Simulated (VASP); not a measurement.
# Si (Fd-3m) in VASP: a series of runs

Runs on Si. Level: LDA. Tasks: single point, relaxation of cell and atoms.

Everything below comes from runs of VASP 6.6.1. Logs are shortened: lines on timing, memory, paths and dates and some standing lists are left out, and cuts for length are marked.

### Step 1. The cell of the first run

The structure is cubic, space group Fd-3m (No. 227). The conventional cell has a = 5.402 Å, b = 5.402 Å, c = 5.402 Å, α = 90.00°, β = 90.00°, γ = 90.00°. Within 3.1 Å of Si (site symmetry -43m) lie 4 Si at 2.34 Å.

### Step 2. Single point, LDA

File INCAR:

```
SYSTEM = Si
ALGO = Normal ; EDIFF = 1E-6
ENCUT = 520 ; GGA = CA
ISIF = 2 ; ISMEAR = 0
LASPH = .True. ; LCHARG = .True.
LELF = .True. ; LREAL = .False.
LVHAR = .True. ; LWAVE = .False.
NBANDS = 11 ; NELM = 60
PREC = Accurate ; SIGMA = 0.01
```

File KPOINTS:

```
k-points
0
Gamma
  12 12 12
  0 0 0
```

File POSCAR:

```
Si
1.0
    0.0000000000      2.7007939031      2.7007939031
    2.7007939031      0.0000000000      2.7007939031
    2.7007939031      2.7007939031      0.0000000000
Si
2
Direct
    0.5000000000      0.5000000000      0.5000000000
    0.7500000000      0.7500000000      0.7500000000
```

Potentials or basis: VASP PAW LDA potentials, release 64 (Si).

Command:

```
$ cat potpaw_LDA.64/Si/POTCAR > POTCAR
$ mpirun -np 1 vasp_std > vasp.out
```

OUTCAR:

```text
SYSTEM = Si
   EDIFF = 1E-6
   ENCUT = 520
   GGA = CA
   ISIF = 2
   ISMEAR = 0
   LASPH = .True.
   LREAL = .False.
   NELM = 60
   PREC = Accurate

 ion  position               nearest neighbor table
   1  0.500  0.500  0.500-   2 2.34   2 2.34   2 2.34   2 2.34
   2  0.750  0.750  0.750-   1 2.34   1 2.34   1 2.34   1 2.34

  LATTYP: Found a face centered cubic cell.
 ALAT       =     5.4015878062

  Lattice vectors:

 A1 = (   0.0000000000,   2.7007939031,   2.7007939031)
 A2 = (   2.7007939031,   0.0000000000,   2.7007939031)
 A3 = (   2.7007939031,   2.7007939031,   0.0000000000)

Analysis of symmetry for initial positions (statically):
=====================================================================
 Subroutine PRICEL returns:
 Original cell was already a primitive cell.

 Routine SETGRP: Setting up the symmetry group for a
 face centered cubic supercell.

 Subroutine GETGRP returns: Found 48 space group operations
 (whereof 24 operations were pure point group operations)
 out of a pool of 48 trial point group operations.

The static configuration has the point symmetry T_d .
 The point group associated with its full space group is O_h .

Analysis of symmetry for dynamics (positions and initial velocities):
=====================================================================
 Subroutine PRICEL returns:
 Original cell was already a primitive cell.

 Routine SETGRP: Setting up the symmetry group for a
 face centered cubic supercell.

 Subroutine GETGRP returns: Found 48 space group operations
 (whereof 24 operations were pure point group operations)
 out of a pool of 48 trial point group operations.

The dynamic configuration has the point symmetry T_d .
 The point group associated with its full space group is O_h .

 Subroutine INISYM returns: Found 48 space group operations
 (whereof 24 operations are pure point group operations),
 and found     1 'primitive' translations

----------------------------------------------------------------------------------------

                                     Primitive cell

  volume of cell :      39.4007

  direct lattice vectors                    reciprocal lattice vectors
     0.000000000  2.700793903  2.700793903    -0.185130750  0.185130750  0.185130750
     2.700793903  0.000000000  2.700793903     0.185130750 -0.185130750  0.185130750
     2.700793903  2.700793903  0.000000000     0.185130750  0.185130750 -0.185130750

  length of vectors
     3.819499367  3.819499367  3.819499367     0.320655864  0.320655864  0.320655864

[... 77 lines left out ...]
   LASPH  =      T    aspherical Exc in radial PAW
   ENCUT  =  520.0 eV  38.22 Ry    6.18 a.u.   7.10  7.10  7.10*2*pi/ulx,y,z
   NELM   =     60;   NELMIN=  2; NELMDL= -5     # of ELM steps
   EDIFF  = 0.1E-05   stopping-criterion for ELM
   LREAL  =      F    real-space projection
[... 7 lines left out ...]
   TEBEG  =    0.0;   TEEND  =   0.0 temperature during run
   PSTRESS=    0.0 pullay stress
   NELECT =       8.0000    total number of electrons
   NUPDOWN=      -1.0000    fix difference up-down
   EMIN   =  10.00;   EMAX   =-10.00  energy-range for DOS
   EFERMI =   0.00;   METHOD = LEGACY
   ISMEAR =     0;   SIGMA  =   0.01  broadening in eV -4-tet -1-fermi 0-gaus
   EFERMI_NEDOS =   21; number of points for ismear=-14 and -15
   IALGO  =     38    algorithm
   IMIX   =      4    mixing-type and parameters
     AMIX     =   0.40;   BMIX     =  1.00
     AMIX_MAG =   1.60;   BMIX_MAG =  1.00
  volume/ion in A,a.u.               =      19.70       132.94
  Fermi-wavevector in a.u.,A,eV,Ry     =   0.962210  1.818314 12.596939  0.925849
  Thomas-Fermi vector in A             =   2.091650
   LORBIT       =      0    0 simple, 1 ext, 2 COOP (PROOUT), +10 PAW based schemes
   GGA     = CA    functional components
   LHFCALC =     F    Hartree Fock is set to
   AEXX    =    0.0000 exact exchange contribution
   IVDW    =     0    specifies the selected vdW correction
   LEPSILON=     F    determine dielectric tensor
   LRPA    =     F    only Hartree local field effects (RPA)
 non-spin polarized calculation
 Gauss-broadening in eV      SIGMA  =   0.01
  energy-cutoff  :      520.00
  volume of cell :       39.40
 maximum number of plane-waves:      1074
   NGX = 15   NGY = 15   NGZ = 15

 number of electron       8.0000001 magnetization

 Free energy of the ion-electron system (eV)
  ---------------------------------------------------
  ext. energy  EPLUGINS =         0.00000000
  ---------------------------------------------------
  free energy    TOTEN  =       -11.91974171 eV

  energy without entropy =      -11.91974171  energy(sigma->0) =      -11.91974171

 E-fermi :   6.0046     XC(G=0):  -9.6665

 val. band max:        5.9351745620   @ k =   0.0000   0.0000   0.0000
 cond. band min:       6.3769254914   @ k =   0.4167   0.4167   0.0000
 fundamental gap:      0.4417509294
 Fermi energy:         6.0046170919

 k-point     1 :       0.0000    0.0000    0.0000
  band No.  band energies     occupation
      1      -6.1327      2.00000
      2       5.9352      2.00000
      3       5.9352      2.00000
      4       5.9352      2.00000
      5       8.4663      0.00000
      6       8.4663      0.00000
      7       8.4663      0.00000
      8       9.3298      0.00000
      9      13.6714      0.00000
     10      13.6714      0.00000
     11      13.6817      0.00000
[... 309 lines left out ...]
 k-point    24 :      -0.4167    0.1667    0.0000
  band No.  band energies     occupation
      1      -3.4777      2.00000
      2      -0.9103      2.00000
      3       2.8895      2.00000
      4       4.3222      2.00000
      5       8.0438      0.00000
      6       9.9546      0.00000
      7      10.2926      0.00000
      8      13.8696      0.00000
      9      14.4271      0.00000
     10      14.7098      0.00000
     11      17.0333      0.00000

 [... further k-points ...]
[... 5 lines left out ...]
  --------------------------------------------------------------------------------------
  -------------------------------------------------------------------------------------
  Total        0.0163840      0.0163840      0.0163840      0.0000000      0.0000000      0.0000000
  in kB        0.6662326      0.6662326      0.6662326      0.0000000      0.0000000      0.0000000
  external PRESSURE =       0.6662326 kB  Pullay stress =       0.0000000 kB

 VOLUME and BASIS-vectors are now :
 -----------------------------------------------------------------------------
  energy-cutoff  :      520.00
  volume of cell :       39.40
      direct lattice vectors                 reciprocal lattice vectors
     0.000000000  2.700793903  2.700793903    -0.185130750  0.185130750  0.185130750
     2.700793903  0.000000000  2.700793903     0.185130750 -0.185130750  0.185130750
     2.700793903  2.700793903  0.000000000     0.185130750  0.185130750 -0.185130750

 POSITION                                       TOTAL-FORCE (eV/Angst)
 -----------------------------------------------------------------------------------
      2.70079      2.70079      2.70079         0.000000      0.000000      0.000000
      4.05119      4.05119      4.05119        -0.000000     -0.000000     -0.000000
 -----------------------------------------------------------------------------------
    total drift:                                0.000000      0.000000     -0.000000

  FREE ENERGIE OF THE ION-ELECTRON SYSTEM (eV)
  ---------------------------------------------------
  free  energy   TOTEN  =       -11.9197417053 eV

  energy  without entropy=      -11.9197417053  energy(sigma->0) =      -11.91974171
```

stdout:

```text
POSCAR found type information on POSCAR Si
 POSCAR found :  1 types and       2 ions
 scaLAPACK will be used
 LDA part: xc-table for (Slater(with rela. corr.)+CA(PZ))
 , standard interpolation
 POSCAR, INCAR and KPOINTS ok, starting setup
 FFT: planning ... GRIDC
 FFT: planning ... GRID_SOFT
 FFT: planning ... GRID
 WAVECAR not read
 entering main loop
```

Run time: 9.1 s. Hardware: 1 thread of Intel Xeon 6975P-C (Granite Rapids), shared host; peak memory 0.14 GiB.

What came out:

```
Free energy            : -11.9197 eV
Pressure               : 0.1 GPa
Band gap on the k mesh : 0.44 eV, indirect (least direct gap 2.53 eV)
```

### Step 3. Relaxation of cell and atoms, LDA

This run uses another cell than the first one, of 20.09 Å³/atom, 1.020 times its volume.

File INCAR:

```
SYSTEM = Si
PREC     = Accurate       ! precision mode
ENCUT    = 600            ! plane-wave cutoff, eV
EDIFF    = 1E-6           ! SCF threshold, eV
ISMEAR   = 0              ! smearing method
SIGMA    = 0.02           ! smearing width, eV
LREAL    = .False.        ! projectors in reciprocal space
LASPH    = .True.         ! aspherical terms in the spheres
NELM     = 60             ! most SCF steps
ALGO     = Normal         ! electronic algorithm
ISIF     = 3              ! what is computed and relaxed
LWAVE    = .False.        ! write WAVECAR
LCHARG   = .False.        ! write CHGCAR
IBRION   = 2              ! ionic algorithm
NSW      = 100            ! ionic steps
EDIFFG   = -0.002         ! ionic threshold
```

File KPOINTS:

```
regular mesh
0
Gamma
  8 8 8
  0 0 0
```

File POSCAR:

```
Si
1.0
    0.0000000000      2.7185000000      2.7185000000
    2.7185000000      0.0000000000      2.7185000000
    2.7185000000      2.7185000000      0.0000000000
Si
2
Direct
    0.5000000000      0.5000000000      0.5000000000
    0.7500000000      0.7500000000      0.7500000000
```

Potentials or basis: VASP PAW LDA potentials, release 64 (Si).

Command:

```
$ cat potpaw_LDA.64/Si/POTCAR > POTCAR
$ mpirun -np 1 vasp_std > vasp.out
```

It took 6 s on 1 thread of Intel Xeon 6975P-C (Granite Rapids), shared host; peak memory 0.15 GiB.

Results (log left out):

```yaml
Free_energy: -11.9158 eV
Relaxed_volume: 19.72 Å³/atom
Relaxed_cell: a = 3.821 Å, b = 3.821 Å, c = 3.821 Å, α = 60.00°, β = 60.00°, γ = 60.00°
Space_group_after_relaxing_to_0.05_Å: Fd-3m (No. 227)
Energy_gained_by_relaxing: 2.1 meV/atom
Ionic_steps: 3
Pressure_after_relaxing: 0.0 GPa
Band_gap_on_the_k_mesh: 0.49 eV, indirect (least direct gap 2.53 eV)
```

The path:
| step | energy change (eV) | largest force (eV/Å) | pressure (GPa) | volume (Å³) |
| --- | --- | --- | --- | --- |
| 1 | 0.0000 | 0.0000 | -1.74 | 40.18 |
| 2 | -0.0021 | 0.0000 | 1.30 | 38.92 |
| 3 | -0.0041 | 0.0000 | 0.00 | 39.44 |

Final structure:
```
CELL_PARAMETERS angstrom
0.00000 2.70158 2.70158
2.70158 0.00000 2.70158
2.70158 2.70158 0.00000
ATOMIC_POSITIONS crystal
Si 0.50000 0.50000 0.50000
Si 0.75000 0.75000 0.75000
```

Levels at points of the mesh, in eV from the valence-band top:
| k point | band 2 | band 3 | band 4 | band 5 | band 6 | band 7 |
| --- | --- | --- | --- | --- | --- | --- |
| (0.00, 0.00, 0.00) | 0.00 | 0.00 | 0.00 | 2.53 | 2.53 | 2.53 |
| (0.50, 0.00, 0.00) | -7.06 | -1.21 | -1.21 | 1.48 | 3.28 | 3.28 |
| (0.50, 0.50, 0.00) | -7.86 | -2.89 | -2.89 | 0.57 | 0.57 | 10.11 |

### Step 4. Relaxation of cell and atoms, LDA

File INCAR:

```
ALGO = Normal
EDIFF = 1E-7
EDIFFG = -0.002
ENCUT = 600
IBRION = 2
ISIF = 3
ISMEAR = 0
LASPH = True
LCHARG = False
LREAL = False
LWAVE = False
NELM = 80
NSW = 100
PREC = Accurate
SIGMA = 0.02
```

File KPOINTS:

```
k-points
0
Gamma
  10 10 10
```

File POSCAR:

```
Si
1.0
    0.0000000000      2.7007939031      2.7007939031
    2.7007939031      0.0000000000      2.7007939031
    2.7007939031      2.7007939031      0.0000000000
Si
2
Direct
    0.5000000000      0.5000000000      0.5000000000
    0.7500000000      0.7500000000      0.7500000000
```

Command:

```
$ cat potpaw_LDA.64/Si/POTCAR > POTCAR
$ mpirun -np 1 vasp_std > vasp.out
```

It took 8.4 s on 1 thread of Intel Xeon 6975P-C (Granite Rapids), shared host; peak memory 0.15 GiB.

The run converged. Its results:

```yaml
Free_energy: -11.9193 eV
Relaxed_volume: 19.72 Å³/atom
Relaxed_cell: a = 3.820 Å, b = 3.820 Å, c = 3.820 Å, α = 60.00°, β = 60.00°, γ = 60.00°
Space_group_after_relaxing_to_0.05_Å: Fd-3m (No. 227)
Energy_gained_by_relaxing: 0.0 meV/atom
Ionic_steps: 3
Pressure_after_relaxing: 0.0 GPa
Band_gap_on_the_k_mesh: 0.45 eV, indirect (least direct gap 2.53 eV)
```

Final structure:
```
CELL_PARAMETERS angstrom
0.00000 2.70149 2.70149
2.70149 0.00000 2.70149
2.70149 2.70149 0.00000
ATOMIC_POSITIONS crystal
Si 0.50000 0.50000 0.50000
Si 0.75000 0.75000 0.75000
```

Levels at points of the mesh, in eV from the valence-band top:
| k point | band 1 | band 2 | band 3 | band 4 | band 5 | band 6 | band 7 | band 8 |
| --- | --- | --- | --- | --- | --- | --- | --- | --- |
| (0.00, 0.00, 0.00) | -12.06 | 0.00 | 0.00 | 0.00 | 2.53 | 2.53 | 2.53 | 3.39 |
| (0.50, 0.00, 0.00) | -9.69 | -7.06 | -1.21 | -1.21 | 1.48 | 3.29 | 3.29 | 7.54 |
| (0.50, 0.50, 0.00) | -7.86 | -7.86 | -2.89 | -2.89 | 0.58 | 0.58 | 10.11 | 10.11 |

A k mesh can miss the band edges. A hybrid or GW would open this gap; LDA tends to underestimate it.

### Step 5. Summary

| task | cell | k mesh | cutoff (eV) | smearing | gap on the mesh (eV) | pressure (GPa) | relaxed volume (Å³/atom) |
| --- | --- | --- | --- | --- | --- | --- | --- |
| single point | a = 3.819 Å, angles 60.0°, 2 atoms | 12 × 12 × 12 | 520 | gaussian 0.01 eV | 0.44 | 0.1 | - |
| relaxation of cell and atoms | relaxed from a = 3.845 Å, angles 60.0°, 2 atoms | 8 × 8 × 8 | 600 | gaussian 0.02 eV | 0.49 | 0.0 | 19.72 |
| relaxation of cell and atoms | relaxed from a = 3.819 Å, angles 60.0°, 2 atoms | 10 × 10 × 10 | 600 | gaussian 0.02 eV | 0.45 | 0.0 | 19.72 |

Alike in all rows: level LDA; potentials or basis VASP PAW LDA potentials, release 64 (Si); no spin polarisation.

Absolute energies hang on the potentials; compare differences alone.
